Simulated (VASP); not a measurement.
A run of VASP 6.6.1 is set up as follows.

Contents of INCAR:

```
SYSTEM = BaS
ALGO = Normal
EDIFF = 1E-7
ENCUT = 520
GGA = PE
ISIF = 2
ISMEAR = 0
LASPH = .True.
LCHARG = .False.
LREAL = .False.
LWAVE = .False.
NBANDS = 15
NELM = 80
PREC = Accurate
SIGMA = 0.05
```

Contents of KPOINTS:

```
k-points
0
Gamma
  8 8 8
  0 0 0
```

Contents of POSCAR:

```
BaS
1.0
    0.0000000000      3.1937500000      3.1618125000
    3.1937500000      0.0000000000      3.1618125000
    3.1937500000      3.1937500000      0.0000000000
Ba S
1 1
Direct
    0.0000000000      0.0000000000      0.0000000000
    0.5000000000      0.5000000000      0.5000000000
```

Potentials or basis: VASP PAW PBE potentials, release 64 (Ba_sv, S).

Run with:

```sh
$ cat potpaw_PBE.64/Ba_sv/POTCAR potpaw_PBE.64/S/POTCAR > POTCAR
$ mpirun -np 1 vasp_std > vasp.out
```

Question: Estimate the band gap on the k mesh.

Answer: 2.06 eV, indirect (least direct gap 2.20 eV).

Question: Estimate the pressure.

Answer: 1.9 GPa.

Stress tensor (GPa, compression positive):
```
1.61 0.00 0.00
0.00 1.61 0.00
0.00 0.00 2.56
```

Caveat: the cell differs from its parent crystal (strain -0.0100 x Voigt [0, 0, 1, 0, 0, 0]); spin-orbit coupling is left out, which moves the levels of the heavy elements. A k mesh can miss the band edges.
